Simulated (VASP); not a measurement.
# Rh (Fm-3m) in VASP: further runs, part 2 of 2

VASP 6.6.1. Earlier steps stand in the parts before.

## 3. Relaxation of volume and atoms at fixed shape, LDA

This run uses another cell than the first one, of 13.67 Å³/atom.

The input, INCAR:

```
PREC     = Accurate       # precision mode
ENCUT    = 600            # plane-wave cutoff, eV
EDIFF    = 1E-6           # SCF threshold, eV
ISMEAR   = 1              # smearing method
SIGMA    = 0.05           # smearing width, eV
LREAL    = False          # projectors in reciprocal space
LASPH    = True           # aspherical terms in the spheres
NELM     = 60             # most SCF steps
ALGO     = Normal         # electronic algorithm
ISIF     = 8              # what is computed and relaxed
LWAVE    = False          # write WAVECAR
LCHARG   = False          # write CHGCAR
GGA      = CA             # functional
IBRION   = 2              # ionic algorithm
NSW      = 80             # ionic steps
EDIFFG   = -0.01          # ionic threshold
```

The input, KPOINTS:

```
regular mesh
0
Gamma
  21 21 21
```

The input, POSCAR:

```
Rh
1.0
    0.0000000000      1.8978500000      1.8978500000
    1.8978500000      0.0000000000      1.8978500000
    1.8978500000      1.8978500000      0.0000000000
Rh
1
Direct
    0.0000000000      0.0000000000      0.0000000000
```

Potentials or basis: VASP PAW LDA potentials, release 64 (Rh_pv).

Command:

```bash
$ cat potpaw_LDA.64/Rh_pv/POTCAR > POTCAR
$ mpirun -np 1 vasp_std > vasp.out
```

OUTCAR:

```text
PREC = Accurate
   ENCUT = 600
   EDIFF = 1E-6
   ISMEAR = 1
   LREAL = False
   LASPH = True
   NELM = 60
   ISIF = 8
   GGA = CA
   IBRION = 2
   NSW = 80
   EDIFFG = -0.01

 ion  position               nearest neighbor table
   1  0.000  0.000  0.000-

  LATTYP: Found a face centered cubic cell.
 ALAT       =     3.7957000000

  Lattice vectors:

 A1 = (   0.0000000000,   1.8978500000,   1.8978500000)
 A2 = (   1.8978500000,   0.0000000000,   1.8978500000)
 A3 = (   1.8978500000,   1.8978500000,   0.0000000000)

Analysis of symmetry for initial positions (statically):
=====================================================================
 Subroutine PRICEL returns:
 Original cell was already a primitive cell.

 Routine SETGRP: Setting up the symmetry group for a
 face centered cubic supercell.

 Subroutine GETGRP returns: Found 48 space group operations
 (whereof 48 operations were pure point group operations)
 out of a pool of 48 trial point group operations.

The static configuration has the point symmetry O_h .

Analysis of symmetry for dynamics (positions and initial velocities):
=====================================================================
 Subroutine PRICEL returns:
 Original cell was already a primitive cell.

 Routine SETGRP: Setting up the symmetry group for a
 face centered cubic supercell.

 Subroutine GETGRP returns: Found 48 space group operations
 (whereof 48 operations were pure point group operations)
 out of a pool of 48 trial point group operations.

The dynamic configuration has the point symmetry O_h .

 Subroutine INISYM returns: Found 48 space group operations
 (whereof 48 operations are pure point group operations),
 and found     1 'primitive' translations

----------------------------------------------------------------------------------------

[... 131 lines left out ...]

 number of electron      15.0000002 magnetization

 Free energy of the ion-electron system (eV)
  ---------------------------------------------------
  ext. energy  EPLUGINS =         0.00000000
  ---------------------------------------------------
  free energy    TOTEN  =        -8.67260861 eV

  energy without entropy =       -8.67261754  energy(sigma->0) =       -8.67261159

------------------------ aborting loop because EDIFF is reached ----------------------------------------

  FORCE on cell =-STRESS in cart. coord.  units (eV):
  Direction    XX          YY          ZZ          XY          YZ          ZX
  --------------------------------------------------------------------------------------
  -------------------------------------------------------------------------------------
  Total       -0.7810556     -0.7810556     -0.7810556      0.0000000      0.0000000      0.0000000
  in kB      -91.5328243    -91.5328243    -91.5328243      0.0000000      0.0000000      0.0000000
  external PRESSURE =     -91.5328243 kB  Pullay stress =       0.0000000 kB
[... 92 lines left out ...]
--------------------------------------- Ionic step        4  -------------------------------------------

 number of electron      15.0000001 magnetization

 Free energy of the ion-electron system (eV)
  ---------------------------------------------------
  ext. energy  EPLUGINS =         0.00000000
  ---------------------------------------------------
  free energy    TOTEN  =        -8.68494859 eV

  energy without entropy =       -8.68497043  energy(sigma->0) =       -8.68495587

 E-fermi :  12.4032     XC(G=0): -14.5882

 val. band max:       12.3823437932   @ k =  -0.3810   0.1905   0.0000
 cond. band min:      12.4096769712   @ k =  -0.3810   0.0952   0.0000
 fundamental gap:      0.0273331781
 Fermi energy:        12.4032176073

 k-point     1 :       0.0000    0.0000    0.0000
  band No.  band energies     occupation
      1     -33.8314      2.00000
      2     -33.8314      2.00000
      3     -33.8314      2.00000
      4       4.1017      2.00000
      5       9.1089      2.00000
      6       9.1089      2.00000
      7       9.1089      2.00000
      8      11.3590      2.00000
      9      11.3590      2.00000
     10      28.3180      0.00000
     11      32.6388      0.00000
[... 309 lines left out ...]
 k-point    24 :      -0.3810    0.0476    0.0000
  band No.  band energies     occupation
      1     -34.5899      2.00000
      2     -33.9558      2.00000
      3     -33.9324      2.00000
      4       6.0916      2.00000
      5       9.1082      2.00000
      6       9.1960      2.00000
      7      11.2463      2.00000
      8      12.4622     -0.07026
      9      13.2724     -0.00000
     10      23.1693      0.00000
     11      28.4879      0.00000

 [... further k-points ...]

------------------------ aborting loop because EDIFF is reached ----------------------------------------

  FORCE on cell =-STRESS in cart. coord.  units (eV):
  Direction    XX          YY          ZZ          XY          YZ          ZX
  --------------------------------------------------------------------------------------
  -------------------------------------------------------------------------------------
  Total       -0.0045110     -0.0045110     -0.0045110      0.0000000     -0.0000000      0.0000000
  in kB       -0.5453854     -0.5453854     -0.5453854      0.0000000     -0.0000000      0.0000000
  external PRESSURE =      -0.5453854 kB  Pullay stress =       0.0000000 kB
[... 16 lines left out ...]
  FREE ENERGIE OF THE ION-ELECTRON SYSTEM (eV)
  ---------------------------------------------------
  free  energy   TOTEN  =        -8.6849485898 eV

  energy  without entropy=       -8.6849704327  energy(sigma->0) =       -8.68495587

 reached required accuracy - stopping structural energy minimisation
```

OSZICAR:

```text
N       E                     dE             d eps       ncg     rms          rms(c)
DAV:   1     0.125250017396E+03    0.12525E+03   -0.10167E+04  6303   0.163E+03
DAV:   2    -0.761999893784E+01   -0.13287E+03   -0.12746E+03  6469   0.411E+02
[... 28 lines left out ...]
   3 F= -.86849359E+01 E0= -.86849430E+01  d E =-.123272E-01
       N       E                     dE             d eps       ncg     rms          rms(c)
DAV:   1    -0.868527098023E+01   -0.33524E-03   -0.48873E-03  6625   0.118E+00    0.132E-01
DAV:   2    -0.868495191919E+01    0.31906E-03   -0.77879E-04  6547   0.429E-01    0.223E-02
DAV:   3    -0.868494832260E+01    0.35966E-05   -0.10667E-05  6970   0.454E-02    0.124E-02
DAV:   4    -0.868494858977E+01   -0.26716E-06   -0.23885E-06  6383   0.206E-02
   4 F= -.86849486E+01 E0= -.86849559E+01  d E =-.123400E-01
```

CONTCAR:

```text
Rh
   1.00000000000000
     0.0000000000000000    1.8782286193186466    1.8782286193186466
     1.8782286193186466    0.0000000000000000    1.8782286193186466
     1.8782286193186466    1.8782286193186466    0.0000000000000000
  Rh
     1
Direct
     1.0000000000000000    0.0000000000000000    0.0000000000000000

  0.00000000E+00  0.00000000E+00  0.00000000E+00
```

It took 52 s on 1 thread of Intel Xeon Platinum 8488C (Sapphire Rapids), shared host; peak memory 0.18 GiB.

What came out:

```
Free energy                           : -8.6849 eV
Relaxed volume                        : 13.25 Å³/atom
Relaxed cell                          : a = 2.656 Å, b = 2.656 Å, c = 2.656 Å, α = 60.00°, β = 60.00°, γ = 60.00°
Space group after relaxing (to 0.1 Å) : Fm-3m (No. 225)
Energy gained by relaxing             : 12.3 meV/atom
Ionic steps                           : 4
Pressure after relaxing               : -0.1 GPa
Band gap on the k mesh                : zero (an odd number of electrons rules out a gap without spin polarisation)
```

The path:
```
step  energy change (eV)  largest force (eV/Å)  pressure (GPa)  volume (Å³)
   1              0.0000                0.0000           -9.15        13.67
   2              0.0892                0.0000           33.15        12.18
   3             -0.0123                0.0000           -0.38        13.27
   4             -0.0123                0.0000           -0.05        13.25
```

Final structure:
```cif
data_structure
_symmetry_space_group_name_H-M 'P 1'
_symmetry_Int_Tables_number 1
_cell_length_a 2.6562
_cell_length_b 2.6562
_cell_length_c 2.6562
_cell_angle_alpha 60.000
_cell_angle_beta 60.000
_cell_angle_gamma 60.000
_cell_volume 13.25
loop_
_atom_site_label
_atom_site_type_symbol
_atom_site_fract_x
_atom_site_fract_y
_atom_site_fract_z
_atom_site_occupancy
Rh1 Rh 0.00000 0.00000 0.00000 1
```

Levels at points of the mesh, in eV from the Fermi level:
| k point | band 4 | band 5 | band 6 | band 7 | band 8 | band 9 | band 10 | band 11 |
| --- | --- | --- | --- | --- | --- | --- | --- | --- |
| (0.00, 0.00, 0.00) | -8.30 | -3.29 | -3.29 | -3.29 | -1.04 | -1.04 | 15.91 | 20.24 |

LDA usually gives volumes a few per cent too small. Zero-point motion and thermal expansion aren't in these numbers.
